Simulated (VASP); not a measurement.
A run of VASP 6.6.1 is set up as follows.

Contents of INCAR:

```
PREC = Accurate
ENCUT = 520
EDIFF = 1E-6
ISMEAR = -1
SIGMA = 0.0655
LREAL = Auto
LASPH = True
NELM = 80
ALGO = Normal
ISIF = 2
LWAVE = False
LCHARG = False
GGA = PE
ISYM = 0
NBANDS = 105
```

File KPOINTS:

```
Automatic mesh
0
Gamma
  1 1 1
```

Contents of POSCAR:

```
Ba5Na4F14
1.0
    7.5902190000      0.3427840000      0.0528720000
    0.3427840000      7.5783980000     -0.1247070000
    0.0528720000     -0.1247070000      7.4653180000
Ba F Na
5 14 4
Direct
    0.6210416563      0.3080128697      0.5193474205
    0.8552783416      0.3281853087      0.0545167304
    0.3075251553      0.9508824052      0.2972168395
    0.0397721949      0.8297718173      0.7732793859
    0.8344495828      0.8250166863      0.3132925265
    0.4146434068      0.8328015222      0.0001645145
    1.0137701862      0.4299230154      0.3084343295
    0.7986104970      0.6361749409      0.5886261421
    0.7949776792      0.7462251643      0.9857820446
    0.4210436950      0.3798723223      0.7993832701
    0.2011615437      0.6872454286      0.5149056614
    0.7841882011      0.1359383409      0.7748965100
    0.4890718588      0.9818846020      0.5760166782
    0.0221130216      0.0261623972      0.0478565648
    1.0934432813      0.0863803883      0.5172911195
    0.6129396914      0.5137219352      0.2458739700
    0.0672690738      0.5055858147     -0.1005774383
    0.6398886794      0.0803699057      0.2169062986
    0.3541146897      0.2803466214      0.3808938125
    0.6019354231      0.6835576542      0.8301121124
    0.4709265933      1.0938734616      0.8757131105
    0.2847776962      0.5484151138      0.2580948912
    0.1459313317      0.4199950033      0.5972096079
```

Potentials or basis: VASP PAW PBE potentials, release 64 (Ba_sv, F, Na_pv).

Launch:

```console
$ cat potpaw_PBE.64/Ba_sv/POTCAR potpaw_PBE.64/F/POTCAR potpaw_PBE.64/Na_pv/POTCAR > POTCAR
$ mpirun -np 1 vasp_gam > vasp.out
```

(1) What does it give for the largest force?

(2) Estimate the pressure.

Results:

(1) 1.624 eV/Å.

(2) 2.7 GPa.

Caveat: the k points lie up to 0.84 Å⁻¹ apart, too coarse for converged energies, forces and pressures; the atoms stand as in a frame of molecular dynamics.
